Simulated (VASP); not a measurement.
Set up this calculation in VASP 6.6.1, as the native input.

* Task: relaxation of cell and atoms
* Functional: PBE
* Potentials or basis: VASP PAW PBE potentials, release 64 (Na_pv, Ba_sv)
* Cutoff: 600 eV
* k mesh: 8 × 8 × 8
* Occupations: gaussian, width 0.1 eV
* Spin: no spin polarisation
* Dipole correction: no
* Further INCAR settings: ALGO = Fast; EDIFF = 1e-06; IBRION = 2; EDIFFG = -0.01; NSW = 100; ISIF = 3

The structure of BaNa3 lies in POSCAR:

```
BaNa3
1.0
    5.7211846695      0.0000000000      0.0000000000
    0.0000000000      5.7211846695      0.0000000000
    0.0000000000      0.0000000000      5.7211846695
Na Ba
3 1
Direct
    0.0000000000      0.5000000000      0.5000000000
    0.5000000000      0.0000000000      0.5000000000
    0.5000000000      0.5000000000      0.0000000000
    0.0000000000      0.0000000000      0.0000000000
```

One way to write it, as run:

INCAR

```
ALGO = Fast
EDIFF = 1E-6
EDIFFG = -0.01
ENCUT = 600
GGA = PE
IBRION = 2
ISIF = 3
ISMEAR = 0
LASPH = T
LCHARG = F
LREAL = F
LWAVE = F
NELM = 80
NSW = 100
PREC = Accurate
SIGMA = 0.1
```

KPOINTS

```
k-points
0
Gamma
  8 8 8
```

Potentials or basis: VASP PAW PBE potentials, release 64 (Na_pv, Ba_sv).

The run is started by

```bash
$ cat potpaw_PBE.64/Na_pv/POTCAR potpaw_PBE.64/Ba_sv/POTCAR > POTCAR
$ mpirun -np 1 vasp_std > vasp.out
```

It gave:

* Relaxed volume: 46.59 Å³/atom
* Relaxed cell: a = 5.712 Å, b = 5.712 Å, c = 5.712 Å, α = 90.00°, β = 90.00°, γ = 90.00°
* Space group after relaxing (to 0.1 Å): Pm-3m (No. 221)
* Energy gained by relaxing: 0.1 meV/atom
* Ionic steps: 3
* Pressure after relaxing: 0.0 GPa
* Band gap on the k mesh: zero (an odd number of electrons rules out a gap without spin polarisation)

Caveat: spin-orbit coupling is left out, which moves the levels of the heavy elements.

Wall time 5.5 min on 1 thread of Intel(R) Xeon(R) Platinum 8488C (Sapphire Rapids), with other jobs on the host, peak memory 0.43 GiB.
